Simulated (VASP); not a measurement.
# Sn4O7 (a cell with a defect) in VASP: notebook

The runs below take Sn4O7 (a cell with a defect) through single point, with PBE+D3(BJ).

Everything below comes from runs of VASP 6.6.1. Logs are shortened: lines on timing, memory, paths and dates and some standing lists are left out, and cuts for length are marked.

### Step 1. The cell of the first run

The cell holds a defect, 11 atoms: a = 5.692 Å, b = 5.692 Å, c = 5.692 Å, α = 69.32°, β = 69.32°, γ = 69.32°.

### Step 2. Single point, PBE+D3(BJ)

Input file INCAR:

```
SYSTEM = Sn4O7
PREC     = Accurate       ! precision mode
ENCUT    = 520            ! plane-wave cutoff, eV
EDIFF    = 1E-6           ! SCF threshold, eV
ISMEAR   = 0              ! smearing method
SIGMA    = 0.05           ! smearing width, eV
LREAL    = .False.        ! projectors in reciprocal space
LASPH    = .True.         ! aspherical terms in the spheres
NELM     = 100            ! most SCF steps
ALGO     = Normal         ! electronic algorithm
ISIF     = 2              ! what is computed and relaxed
LWAVE    = .False.        ! write WAVECAR
LCHARG   = .False.        ! write CHGCAR
GGA      = PE             ! functional
IVDW     = 12             ! dispersion correction
NELECT   = 96.0         
NBANDS   = 60             ! bands
KPAR     = 4
```

Input file KPOINTS:

```
regular mesh
0
Gamma
  6 6 6
  0 0 0
```

Input file POSCAR:

```
Sn4O7
1.0
    3.2375465924      1.8691983966      4.2928880043
   -3.2375465924      1.8691983966      4.2928880043
    0.0000000000     -3.7383967932      4.2928880043
Sn O
4 7
Direct
    0.8647861010      0.8647861010      0.8647861010
    0.3647882246      0.3647882246      0.8647861258
    0.3647882246      0.8647861258      0.3647882246
    0.8647861258      0.3647882246      0.3647882246
    0.6211712003      0.1211725069      0.6211712003
    0.6211712003      0.6211712003      0.1211725069
    0.6084038764      0.6084038764      0.6084038764
    0.1211729409      0.1211729409      0.1211729409
    0.0084579483     -0.0663989951      0.5084603960
    0.1084008301      0.6084039388      0.1084008301
    0.6084039388      0.1084008301      0.1084008301
```

Potentials or basis: VASP PAW PBE potentials, release 64 (Sn_d, O).

The run is started by

```console
> cat potpaw_PBE.64/Sn_d/POTCAR potpaw_PBE.64/O/POTCAR > POTCAR
> mpirun -np 4 vasp_std > vasp.out
```

OUTCAR:

```text
SYSTEM = Sn4O7
   PREC = Accurate
   ENCUT = 520
   EDIFF = 1E-6
   ISMEAR = 0
   LREAL = .False.
   LASPH = .True.
   NELM = 100
   ISIF = 2
   GGA = PE
   IVDW = 12
   NELECT = 96.0
 IVDW          = 12

 ion  position               nearest neighbor table
   1  0.865  0.865  0.865-   9 1.85  10 2.12  11 2.12   6 2.12   5 2.12   4 3.24   3 3.24   4 3.24
                             3 3.24   2 3.24   2 3.24
   2  0.365  0.365  0.865-   5 2.12   7 2.12   8 2.12  10 2.12  11 2.12   4 3.24   3 3.24   1 3.24
                             1 3.24   4 3.24   3 3.24
   3  0.365  0.865  0.365-   9 1.85   6 2.12   7 2.12   8 2.12  11 2.12   2 3.24   4 3.24   1 3.24
                             1 3.24   2 3.24   4 3.24
   4  0.865  0.365  0.365-   5 2.12   6 2.12   7 2.12   8 2.12  10 2.12   9 2.24   2 3.24   3 3.24
                             1 3.24   1 3.24   2 3.24   3 3.24
   5  0.621  0.121  0.621-   4 2.12   2 2.12   1 2.12
   6  0.621  0.621  0.121-   3 2.12   4 2.12   1 2.12
   7  0.608  0.608  0.608-   2 2.12   3 2.12   4 2.12
   8  0.121  0.121  0.121-   2 2.12   3 2.12   4 2.12
   9  0.008  0.934  0.508-   1 1.85   3 1.85   4 2.24
  10  0.108  0.608  0.108-   1 2.12   4 2.12   2 2.12
  11  0.608  0.108  0.108-   1 2.12   3 2.12   2 2.12

  LATTYP: Found a trigonal (rhomboedric) cell.
 ALAT       =     5.6924948837
 COS(alpha) =     0.3530708029

  Lattice vectors:

 A1 = (   3.2375465924,   1.8691983966,   4.2928880043)
 A2 = (  -3.2375465924,   1.8691983966,   4.2928880043)
 A3 = (   0.0000000000,  -3.7383967932,   4.2928880043)

Analysis of symmetry for initial positions (statically):
=====================================================================
 Subroutine PRICEL returns:
 Original cell was already a primitive cell.

 Routine SETGRP: Setting up the symmetry group for a
 trigonal (rhombohedral) supercell.

 Subroutine GETGRP returns: Found  2 space group operations
 (whereof  1 operations were pure point group operations)
 out of a pool of 12 trial point group operations.

The static configuration has the point symmetry C_1 .
 The point group associated with its full space group is C_1h.

Analysis of symmetry for dynamics (positions and initial velocities):
=====================================================================
 Subroutine PRICEL returns:
 Original cell was already a primitive cell.

 Routine SETGRP: Setting up the symmetry group for a
 trigonal (rhombohedral) supercell.

 Subroutine GETGRP returns: Found  2 space group operations
 (whereof  1 operations were pure point group operations)
 out of a pool of 12 trial point group operations.

The dynamic configuration has the point symmetry C_1 .
 The point group associated with its full space group is C_1h.

 Subroutine INISYM returns: Found  2 space group operations
 (whereof  1 operations are pure point group operations),
 and found     1 'primitive' translations

----------------------------------------------------------------------------------------

                                     Primitive cell

  volume of cell :     155.8735

  direct lattice vectors                    reciprocal lattice vectors
     3.237546592  1.869198397  4.292888004     0.154437932  0.089164782  0.077647806
    -3.237546592  1.869198397  4.292888004    -0.154437932  0.089164782  0.077647806
     0.000000000 -3.738396793  4.292888004     0.000000000 -0.178329563  0.077647806

  length of vectors
     5.692494884  5.692494884  5.692494884     0.194500938  0.194500938  0.194500938

  position of ions in fractional coordinates (direct lattice)
     0.864786101  0.864786101  0.864786101
     0.364788225  0.364788225  0.864786126
     0.364788225  0.864786126  0.364788225
     0.864786126  0.364788225  0.364788225
     0.621171200  0.121172507  0.621171200
     0.621171200  0.621171200  0.121172507
     0.608403876  0.608403876  0.608403876
     0.121172941  0.121172941  0.121172941
     0.008457948  0.933601005  0.508460396
     0.108400830  0.608403939  0.108400830
     0.608403939  0.108400830  0.108400830

[... 49 lines left out ...]
   EFERMI =   0.00;   METHOD = LEGACY
   ISMEAR =     0;   SIGMA  =   0.05  broadening in eV -4-tet -1-fermi 0-gaus
   EFERMI_NEDOS =   21; number of points for ismear=-14 and -15
   IALGO  =     38    algorithm
   IMIX   =      4    mixing-type and parameters
     AMIX     =   0.40;   BMIX     =  1.00
     AMIX_MAG =   1.60;   BMIX_MAG =  1.00
  volume/ion in A,a.u.               =      14.17        95.63
  Fermi-wavevector in a.u.,A,eV,Ry     =   1.392861  2.632126 26.396149  1.940062
  Thomas-Fermi vector in A             =   2.516563
   LORBIT       =      0    0 simple, 1 ext, 2 COOP (PROOUT), +10 PAW based schemes
   GGA     = PE    functional components
   LHFCALC =     F    Hartree Fock is set to
   AEXX    =    0.0000 exact exchange contribution
   IVDW    =    12    specifies the selected vdW correction
   LEPSILON=     F    determine dielectric tensor
   LRPA    =     F    only Hartree local field effects (RPA)
 non-spin polarized calculation
 Gauss-broadening in eV      SIGMA  =   0.05
  energy-cutoff  :      520.00
  volume of cell :      155.87
 maximum number of plane-waves:      4216
   NGX = 21   NGY = 21   NGZ = 21

 number of electron      96.0000015 magnetization

 Free energy of the ion-electron system (eV)
  ---------------------------------------------------
  ext. energy  EPLUGINS =         0.00000000
  ---------------------------------------------------
  free energy    TOTEN  =       -72.64700491 eV

  energy without entropy =      -72.64666297  energy(sigma->0) =      -72.64683394

 E-fermi :   4.9682     XC(G=0): -10.1141

 val. band max:        4.9089217335   @ k =   0.1667  -0.0000   0.0000
 cond. band min:       4.9862694420   @ k =   0.0000   0.0000   0.0000
 fundamental gap:      0.0773477085
 Fermi energy:         4.9681890642

 k-point     1 :       0.0000    0.0000    0.0000
  band No.  band energies     occupation
      1     -17.1203      2.00000
      2     -16.1628      2.00000
      3     -16.0832      2.00000
      4     -15.8148      2.00000
      5     -15.4705      2.00000
      6     -15.4339      2.00000
[... 1501 lines left out ...]
     59      13.6515      0.00000
     60      14.5928      0.00000

 [... further k-points ...]

------------------------ aborting loop because EDIFF is reached ----------------------------------------

 Edisp (eV)   -2.20235

 E8    (eV) :    -0.8905

  FORCE on cell =-STRESS in cart. coord.  units (eV):
  Direction    XX          YY          ZZ          XY          YZ          ZX
  --------------------------------------------------------------------------------------
  -------------------------------------------------------------------------------------
  Total      -7.61711    -4.44830   -25.97607     2.74427    -0.84813     1.46899
  in kB     -78.29400   -45.72278  -267.00034    28.20751    -8.71763    15.09932
  external pressure =     -130.34 kB  Pullay stress =        0.00 kB

 VOLUME and BASIS-vectors are now :
 -----------------------------------------------------------------------------
  energy-cutoff  :      520.00
  volume of cell :      155.87
      direct lattice vectors                 reciprocal lattice vectors
     3.237546592  1.869198397  4.292888004     0.154437932  0.089164782  0.077647806
    -3.237546592  1.869198397  4.292888004    -0.154437932  0.089164782  0.077647806
     0.000000000 -3.738396793  4.292888004     0.000000000 -0.178329563  0.077647806

 POSITION                                       TOTAL-FORCE (eV/Angst)
 -----------------------------------------------------------------------------------
      0.00000      0.00000     11.13729        -2.208375     -6.562726      1.020436
      0.00000     -1.86919      6.84442         2.343492     -1.353016      1.167774
     -1.61877      0.93460      6.84442         4.579299      5.193872      1.020436
      1.61877      0.93460      6.84442        -1.698829      0.980820     -2.776266
      1.61877     -0.93460      5.85342        -3.603981     -0.698036     -0.307401
      0.00000      1.86919      5.85342         0.118488     -0.068409      0.026800
      0.00000      0.00000      7.83543        -0.745162     -0.583619      0.003149
      0.00000      0.00000      1.56055        -1.197473      3.470157     -0.307401
     -2.99519     -0.13993      6.22692         2.382379     -1.375467      0.056479
     -1.61878      0.93461      3.54252         0.132848      0.937139      0.003149
      1.61878      0.93461      3.54252        -0.102686      0.059286      0.092845
 -----------------------------------------------------------------------------------
    total drift:                                0.023219      0.040880      0.000286

  FREE ENERGIE OF THE ION-ELECTRON SYSTEM (eV)
  ---------------------------------------------------
  free  energy   TOTEN  =       -74.8493568093 eV

  energy  without entropy=      -74.8490148754  energy(sigma->0) =      -74.84918584
```

It took 6.6 min on 4 MPI ranks of AMD EPYC 7R43 (Zen 3), shared host; peak memory 0.53 GiB.

Results:

```yaml
Free_energy: -74.8494 eV
Largest_force: 6.999 eV/Å
Dispersion_energy_per_atom: -0.200 eV
```

Forces on the atoms (eV/Å):
```
Sn  -2.208 -6.563  1.020
Sn   2.343 -1.353  1.168
Sn   4.579  5.194  1.020
Sn  -1.699  0.981 -2.776
O   -3.604 -0.698 -0.307
O    0.118 -0.068  0.027
O   -0.745 -0.584  0.003
O   -1.197  3.470 -0.307
O    2.382 -1.375  0.056
O    0.133  0.937  0.003
O   -0.103  0.059  0.093
```

Caveat: the cell carries a net charge on a neutralising background, which shifts energy and pressure; the cell differs from its parent crystal (atoms taken out, atom 9 moved 0.500 of the way to it and -0.900 Å across, host rigid); the cell is charged against a uniform background, so pressure and absolute levels hang on convention; spin-orbit coupling is left out, which moves the levels of the heavy elements.

### Step 3. Single point, PBE+D3(BJ)

Input file INCAR:

```
ALGO     = Normal         # electronic algorithm
EDIFF    = 1E-6           # SCF threshold, eV
ENCUT    = 520            # plane-wave cutoff, eV
GGA      = PE             # functional
ISIF     = 2              # what is computed and relaxed
ISMEAR   = 0              # smearing method
IVDW     = 12             # dispersion correction
KPAR     = 4            
LASPH    = T              # aspherical terms in the spheres
LCHARG   = F              # write CHGCAR
LREAL    = F              # projectors in reciprocal space
LWAVE    = F              # write WAVECAR
NBANDS   = 60             # bands
NELECT   = 96.0         
NELM     = 100            # most SCF steps
PREC     = Accurate       # precision mode
SIGMA    = 0.05           # smearing width, eV
```

Input file KPOINTS:

```
k-points
0
Gamma
  6 6 6
```

POSCAR: that of step 2 with these lines changed.

```diff
@@ -16,3 +16,3 @@
     0.1211729409      0.1211729409      0.1211729409
-    0.0084579483     -0.0663989951      0.5084603960
+    0.2168585888     -0.0416353388      0.7168594149
     0.1084008301      0.6084039388      0.1084008301
```

Potentials or basis: VASP PAW PBE potentials, release 64 (Sn_d, O).

The run is started by

```console
> cat potpaw_PBE.64/Sn_d/POTCAR potpaw_PBE.64/O/POTCAR > POTCAR
> mpirun -np 4 vasp_std > vasp.out
```

Wall time 2.4 min (4 MPI ranks of AMD EPYC 7R13 (Zen 3), shared host); peak memory 0.54 GiB.

Results (log left out):

```yaml
Free_energy: -76.2518 eV
Largest_force: 3.331 eV/Å
Dispersion_energy_per_atom: -0.201 eV
```

Forces on the atoms (eV/Å):
```
Sn  -1.920 -1.993  1.250
Sn   1.995 -1.152  2.371
Sn   0.766  2.659  1.250
Sn  -1.124  0.649 -1.410
O    0.811  0.808  0.278
O    0.173 -0.100 -0.190
O    0.911 -0.385 -0.549
O   -0.294 -1.106  0.278
O   -1.961  1.132 -2.443
O    0.789 -0.597 -0.549
O   -0.146  0.084 -0.284
```

Levels at points of the mesh, in eV from the Fermi level:
| k point | band 46 | band 47 | band 48 | band 49 | band 50 | band 51 |
| --- | --- | --- | --- | --- | --- | --- |
| (0.00, 0.00, 0.00) | -0.62 | -0.48 | -0.38 | 0.01 | 2.56 | 3.37 |
| (0.50, 0.00, 0.00) | -0.67 | -0.45 | -0.08 | 1.17 | 2.25 | 3.02 |
| (0.00, 0.50, 0.00) | -0.63 | -0.42 | -0.18 | 1.09 | 1.89 | 3.40 |
| (0.50, 0.50, 0.00) | -0.76 | -0.47 | -0.43 | 1.56 | 2.30 | 3.14 |
| (0.50, 0.00, 0.50) | -0.79 | -0.68 | -0.22 | 1.47 | 2.16 | 3.13 |
| (0.50, 0.50, 0.50) | -1.26 | -0.84 | -0.78 | 1.24 | 2.52 | 3.35 |

Caveat: the cell carries a net charge on a neutralising background, which shifts energy and pressure; the cell differs from its parent crystal (atoms taken out, atom 9 moved 0.167 of the way to it and +0.900 Å across, host rigid); the cell is charged against a uniform background, so pressure and absolute levels hang on convention; spin-orbit coupling is left out, which moves the levels of the heavy elements.

### Step 4. Single point, PBE+D3(BJ)

Input file INCAR:

```
SYSTEM = Sn4O7
PREC = Accurate
ENCUT = 520
EDIFF = 1E-6
ISMEAR = 0
SIGMA = 0.05
LREAL = .FALSE.
LASPH = .TRUE.
NELM = 60
ALGO = Normal
ISIF = 2
LWAVE = .FALSE.
LCHARG = .FALSE.
GGA = PE
IVDW = 12
NELECT = 96.0
NBANDS = 60
KPAR = 4
```

Input file KPOINTS:

```
regular mesh
0
G
  6 6 6
  0 0 0
```

POSCAR: that of step 3 with these lines changed.

```diff
@@ -16,3 +16,3 @@
     0.1211729409      0.1211729409      0.1211729409
-    0.2168585888     -0.0416353388      0.7168594149
+    0.0750869619      0.0501179807      0.5750898501
     0.1084008301      0.6084039388      0.1084008301
```

The run is started by

```console
> cat potpaw_PBE.64/Sn_d/POTCAR potpaw_PBE.64/O/POTCAR > POTCAR
> mpirun -np 4 vasp_std > vasp.out
```

Wall time 4.3 min (4 MPI ranks of Oxide Virtual Turin-like, shared host); peak memory 0.54 GiB.

Results (log left out):

```yaml
Free_energy: -76.8431 eV
Largest_force: 5.813 eV/Å
Dispersion_energy_per_atom: -0.200 eV
```

Forces in eV/Å, atoms in the order of the input:
```
Sn  -2.809 -5.086  0.155
Sn   2.833 -1.635  1.201
Sn   3.000  4.976  0.155
Sn  -1.306  0.754 -2.625
O   -1.194 -0.241 -0.633
O    0.103 -0.060 -0.320
O   -0.910 -0.547 -0.249
O   -0.388  1.154 -0.633
O    0.692 -0.399  3.336
O    0.018  1.061 -0.249
O   -0.039  0.022 -0.138
```

Levels at points of the mesh, in eV from the Fermi level:
```
           k point  band 46  band 47  band 48  band 49  band 50  band 51
(0.00, 0.00, 0.00)    -0.68    -0.51    -0.39     0.06     3.41     3.91
(0.50, 0.00, 0.00)    -0.65    -0.51    -0.08     1.12     2.40     3.82
(0.00, 0.50, 0.00)    -0.60    -0.49    -0.09     0.97     2.64     4.07
(0.50, 0.50, 0.00)    -1.00    -0.68    -0.25     1.47     2.69     3.69
(0.50, 0.00, 0.50)    -0.89    -0.50    -0.33     1.56     2.67     3.71
(0.50, 0.50, 0.50)    -1.23    -1.21    -1.10     0.97     3.57     3.80
```

Caveat: the cell carries a net charge on a neutralising background, which shifts energy and pressure; the cell differs from its parent crystal (atoms taken out, atom 9 moved 0.167 of the way to it and -0.300 Å across, host rigid); the cell is charged against a uniform background, so pressure and absolute levels hang on convention; spin-orbit coupling is left out, which moves the levels of the heavy elements.

### Step 5. Single point, PBE+D3(BJ)

Input file INCAR:

```
SYSTEM = Sn4O7
PREC     = Accurate       ! precision mode
ENCUT    = 520            ! plane-wave cutoff, eV
EDIFF    = 1E-7           ! SCF threshold, eV
ISMEAR   = 0              ! smearing method
SIGMA    = 0.05           ! smearing width, eV
LREAL    = .FALSE.        ! projectors in reciprocal space
LASPH    = .TRUE.         ! aspherical terms in the spheres
NELM     = 80             ! most SCF steps
ALGO     = Normal         ! electronic algorithm
ISIF     = 2              ! what is computed and relaxed
LWAVE    = .FALSE.        ! write WAVECAR
LCHARG   = .FALSE.        ! write CHGCAR
GGA      = PE             ! functional
IVDW     = 12             ! dispersion correction
NELECT   = 96.0         
NBANDS   = 60             ! bands
KPAR     = 4
```

KPOINTS is that of step 4.

POSCAR: that of step 4 with these lines changed.

```diff
@@ -16,3 +16,3 @@
     0.1211729409      0.1211729409      0.1211729409
-    0.0750869619      0.0501179807      0.5750898501
+    0.0375150167      0.1542774899      0.5375191564
     0.1084008301      0.6084039388      0.1084008301
```

The run is started by

```console
> cat potpaw_PBE.64/Sn_d/POTCAR potpaw_PBE.64/O/POTCAR > POTCAR
> mpirun -np 4 vasp_std > vasp.out
```

Wall time 7.8 min (4 MPI ranks of Oxide Virtual Turin-like, shared host); peak memory 0.54 GiB.

Results (log left out):

| Property | Result |
| --- | --- |
| Free energy | -72.1232 eV |
| Largest force | 27.061 eV/Å |
| Dispersion energy per atom | -0.200 eV |

Forces in eV/Å, atoms in the order of the input:
```
Sn   -2.840  -1.210   1.015
Sn    2.579  -1.489   0.907
Sn   -0.372   3.065   1.015
Sn  -18.212  10.515 -10.185
O    -1.157  -1.341  -1.517
O     0.215  -0.124  -0.247
O    -1.871  -0.708  -0.299
O     0.583   1.673  -1.517
O    21.329 -12.314  11.213
O    -0.323   1.974  -0.299
O     0.068  -0.039  -0.086
```

Levels at points of the mesh, in eV from the Fermi level:
```csv
k point,band 44,band 45,band 46,band 47,band 48,band 49,band 50,band 51,band 52,band 53
"(0.00, 0.00, 0.00)",-0.76,-0.71,-0.57,-0.32,-0.02,0.06,3.08,3.25,3.93,5.35
"(0.50, 0.00, 0.00)",-0.81,-0.69,-0.35,-0.20,-0.03,0.69,1.94,3.33,5.28,5.95
"(0.00, 0.50, 0.00)",-0.75,-0.67,-0.35,-0.17,-0.09,0.55,2.34,3.24,5.31,5.88
"(0.50, 0.50, 0.00)",-1.12,-0.86,-0.74,-0.26,-0.13,0.90,2.18,3.29,5.46,6.10
"(0.50, 0.00, 0.50)",-1.14,-0.79,-0.71,-0.32,-0.19,1.12,2.27,2.97,5.38,6.26
"(0.50, 0.50, 0.50)",-1.29,-1.19,-1.09,-0.72,-0.51,0.39,3.01,3.37,4.54,5.72
```

Caveat: the cell carries a net charge on a neutralising background, which shifts energy and pressure; the cell differs from its parent crystal (atoms taken out, atom 9 moved 0.000 of the way to it and -0.600 Å across, host rigid); the cell is charged against a uniform background, so pressure and absolute levels hang on convention; spin-orbit coupling is left out, which moves the levels of the heavy elements.
